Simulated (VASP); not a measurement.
Runs of VASP 6.6.1 on Mo. The structure is that of space group Im-3m (No. 229), or close to it. The cells are those of the table. 

```tsv
cell	gap on the mesh (eV)	pressure (GPa)
a = 2.681 Å, angles 111.9, 108.3, 108.3°, 1 atom	none	18.2
a = 2.694 Å, angles 111.1, 108.7, 108.7°, 1 atom	none	12.9
a = 2.708 Å, angles 110.3, 109.1, 109.1°, 1 atom	none	8.0
a = 2.668 Å, angles 112.8, 107.8, 107.8°, 1 atom	none	(a)
```

Alike in all rows: task single point; level r2SCAN; potentials or basis VASP PAW PBE potentials, release 64 (Mo_sv); no spin polarisation; k mesh 22 × 22 × 22; cutoff (eV) 520; smearing gaussian 0.15 eV.

Fill in the values left out.

(a) 24.1.

Caveats: the PAW data sets were made with another functional, which shifts forces and pressure a little; the stress differs along the axes, from 12 to 30 GPa (at least some runs); the stress differs along the axes, from 9 to 20 GPa (at least some runs); the stress differs along the axes, from 6 to 11 GPa (at least some runs); the stress differs along the axes, from 16 to 40 GPa (at least some runs).

A k mesh can miss the band edges, and the runs leave out spin-orbit coupling on Mo.

A gap of «none» marks levels without a gap at the run's occupations.
